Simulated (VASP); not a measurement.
Crystal: InSb3.

```
Sb In
1.0
     4.90063    0.00000    0.00000
     0.00000    4.90063    0.00000
     0.00000    0.00000    4.90063
Sb In
3 1
Cartesian
  2.4503 2.4503 0.0000
  0.0000 2.4503 2.4503
  2.4503 0.0000 2.4503
  0.0000 0.0000 0.0000
```

Base run:

```yaml
Program: VASP 6.6.1
Functional: r2SCAN
Potentials_or_basis: VASP PAW PBE potentials, release 64 (Sb, In_d)
Cutoff: 520 eV
k_mesh: 6 × 6 × 6
Occupations: fermi-dirac, width 0.05 eV
Spin: no spin polarisation
```

Its results: band gap on the k mesh zero (band 14 reaches 10.49 eV, above the bottom of band 15 at 5.92 eV); pressure -3.2 GPa.

After a change of settings the same cell gave: band gap on the k mesh zero (band 14 reaches 10.38 eV, above the bottom of band 15 at 6.11 eV); pressure -2.5 GPa. Which change was it?
A. functional from r2SCAN to LDA; potentials or basis from VASP PAW PBE potentials, release 64 (Sb, In_d) to VASP PAW LDA potentials, release 64 (Sb, In_d)
B. functional from r2SCAN to PBEsol
C. functional from r2SCAN to PBE

C.

Caveats: spin-orbit coupling is left out, which moves the levels of the heavy elements; the PAW data sets were made with another functional, which shifts forces and pressure a little (some runs).
